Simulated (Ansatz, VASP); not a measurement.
# One calculation of Sn, two programs

```
CELL_PARAMETERS angstrom
0.00000 3.23334 3.23334
3.23334 0.00000 3.23334
3.23334 3.23334 0.00000
ATOMIC_POSITIONS crystal
Sn 0.75000 0.75000 0.75000
Sn 0.50000 0.50000 0.50000
```

Alike in both runs: task single point; functional PBE; k mesh 7 × 7 × 7; occupations gaussian, width 0.026 eV; no spin polarisation.

```csv
,VASP,Ansatz
version,VASP 6.6.1,Ansatz 0.2.0
potentials or method,"VASP PAW PBE potentials, release 64 (Sn_d)",Ansatz PAW
plane-wave cutoff (eV),520,420
valence electrons in the cell,28,28
```

|  | VASP | Ansatz | Ansatz less VASP |
| --- | --- | --- | --- |
| gap on the k mesh at the Fermi level (eV) | none | none | - |
| pressure (GPa) | 3.8 | 3.8 | +0.06 |

A gap of «none» marks a metal or a gap that the smearing closes. With one functional, cell and mesh, what is left measures potentials, basis and numerics.
